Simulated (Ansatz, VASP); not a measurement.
## FePt: VASP beside Ansatz

```
Pt Fe
1.0
     2.72350    0.00000    0.00000
     0.00000    2.72350    0.00000
     0.00000    0.00000    3.72000
Pt Fe
1 1
Direct
  0.50000 0.50000 0.50000
  0.00000 0.00000 0.00000
```

Alike in both runs: task single point; functional PBE; k mesh 10 × 10 × 7; occupations gaussian, width 0.015 eV; collinear spin.

|  | VASP | Ansatz |
| --- | --- | --- |
| version | VASP 6.6.1 | Ansatz 0.2.0 |
| potentials or method | VASP PAW PBE potentials, release 64 (Pt, Fe) | Ansatz PAW |
| plane-wave cutoff (eV) | 600 | 420 |
| valence electrons in the cell | 18 | 34 |

Ansatz gave:

- gap on the k mesh at the Fermi level (eV): none
- pressure (GPa): 3.3
- traceless stress, the component that is largest in VASP (GPa): 0.35
- net moment per atom (μB): 1.64
- size of the moment on the site where the two differ most (μB): 0.39

**Question.** Estimate VASP's values.

**Answer.** gap on the k mesh at the Fermi level (eV): none; pressure (GPa): 2.8; traceless stress, the component that is largest in VASP (GPa): 0.40; net moment per atom (μB): 1.63; size of the moment on the site where the two differ most (μB): 0.32.

Site moments also hang on the region over which each program counts them. A gap of «none» marks a metal or a gap that the smearing closes. With one functional, cell and mesh, what is left measures potentials, basis and numerics. VASP's potentials hold 18 valence electrons a cell and Ansatz's 34, so a difference there can come from the potentials and not from the codes.

Spin-orbit coupling is off throughout.
